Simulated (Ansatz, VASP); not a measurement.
Two plane-wave programs on Be

```
CELL_PARAMETERS angstrom
3.61053 0.00000 0.00000
-1.80526 3.12681 0.00000
0.00000 0.00000 2.20475
ATOMIC_POSITIONS crystal
Be 0.00000 0.00000 0.00000
Be 0.33333 0.66667 0.50000
Be 0.66667 0.33333 0.50000
```

Alike in both runs: task single point; functional LDA; k mesh 12 × 12 × 16; occupations fermi-dirac, width 0.1 eV; no spin polarisation.

|  | VASP | Ansatz |
| --- | --- | --- |
| version | VASP 6.6.1 | Ansatz 0.2.0 |
| potentials or method | VASP PAW LDA potentials, release 64 (Be), cutoff 520 eV | plane waves (420 eV) with PAW, scalar-relativistic |
| valence electrons in the cell | 6 | 6 |

VASP gave:

```
pressure (GPa)                                                : -8.0
traceless stress, the component that is largest in VASP (GPa) : 1.89
```

Task: Which values does Ansatz return?

Result: Pressure (GPa): -8.4; traceless stress, the component that is largest in VASP (GPa): 1.89.

Ansatz warns that its potentials were made for another functional, while VASP's fit it. LDA's correlation is that of Perdew and Zunger in VASP and of Perdew and Wang (1992) in Ansatz.
